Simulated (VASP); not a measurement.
**InSb: single point with r2SCAN**

Crystal: InSb.

```
In Sb
1.0
     0.00000    3.07351    3.07351
     3.07351    0.00000    3.07351
     3.07351    3.07351    0.00000
In Sb
1 1
Direct
  0.00000 0.00000 0.00000
  0.50000 0.50000 0.50000
```

```json
{
  "Program": "VASP 6.6.1",
  "Task": "single point",
  "Functional": "r2SCAN",
  "Potentials or basis": "VASP PAW PBE potentials, release 64 (In_d, Sb)",
  "Cutoff": "520 eV",
  "k mesh": "6 × 6 × 6",
  "Occupations": "gaussian, width 0.1 eV",
  "Spin": "no spin polarisation",
  "Dipole correction": "no",
  "Further INCAR settings": "ALGO = Normal; EDIFF = 1e-07; NBANDS = 16"
}
```

```
Pressure               : -1.4 GPa
Band gap on the k mesh : zero (band 9 reaches 7.04 eV, above the bottom of band 10 at 4.26 eV)
```

Levels at points of the mesh, in eV from the Fermi level:
| k point | band 7 | band 8 | band 9 | band 10 | band 11 | band 12 |
| --- | --- | --- | --- | --- | --- | --- |
| (0.00, 0.00, 0.00) | -0.26 | -0.22 | -0.22 | -0.22 | 6.29 | 6.29 |
| (0.50, 0.00, 0.00) | -6.72 | 0.19 | 0.19 | 2.46 | 2.50 | 2.50 |
| (0.50, 0.50, 0.00) | -4.67 | -3.45 | -2.34 | -2.34 | 3.47 | 8.62 |

Wall time 24 s on 1 thread of Intel(R) Xeon(R) 6975P-C (Granite Rapids), on a shared host, peak memory 0.18 GiB.

Caveat: the PAW data sets were made with another functional, which shifts forces and pressure a little; spin-orbit coupling is left out, which moves the levels of the heavy elements.
